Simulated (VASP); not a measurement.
A run of VASP 6.6.1 is set up as follows.

Contents of INCAR:

```
PREC     = Accurate       # precision mode
ENCUT    = 520            # plane-wave cutoff, eV
EDIFF    = 1E-6           # SCF threshold, eV
ISMEAR   = 0              # smearing method
SIGMA    = 0.1            # smearing width, eV
LREAL    = F              # projectors in reciprocal space
LASPH    = T              # aspherical terms in the spheres
NELM     = 100            # most SCF steps
ALGO     = Fast           # electronic algorithm
ISIF     = 2              # what is computed and relaxed
LWAVE    = F              # write WAVECAR
LCHARG   = F              # write CHGCAR
NBANDS   = 27             # bands
```

The input KPOINTS:

```
Automatic mesh
0
Gamma
  12 12 12
```

POSCAR

```
Cu3Sb
1.0
    3.7964228167      0.0000000000      0.0000000000
    0.0000000000      3.7964228167      0.0000000000
    0.0000000000      0.0000000000      3.7964228167
Cu Sb
3 1
Direct
    0.5000000000      0.5000000000      0.0000000000
    0.5000000000      0.0000000000      0.5000000000
    0.0000000000      0.5000000000      0.5000000000
    0.0000000000      0.0000000000      0.0000000000
```

Potentials or basis: VASP PAW LDA potentials, release 64 (Cu, Sb).

The run is started by

```bash
$ cat potpaw_LDA.64/Cu/POTCAR potpaw_LDA.64/Sb/POTCAR > POTCAR
$ mpirun -np 1 vasp_std > vasp.out
```

**Question.** Predict the band gap on the k mesh.

**Answer.** Zero (bands 19 and 20 overlap by 2.80 eV).

**Question.** Estimate the pressure.

**Answer.** 0.4 GPa.

Caveat: spin-orbit coupling is left out, which moves the levels of the heavy elements.
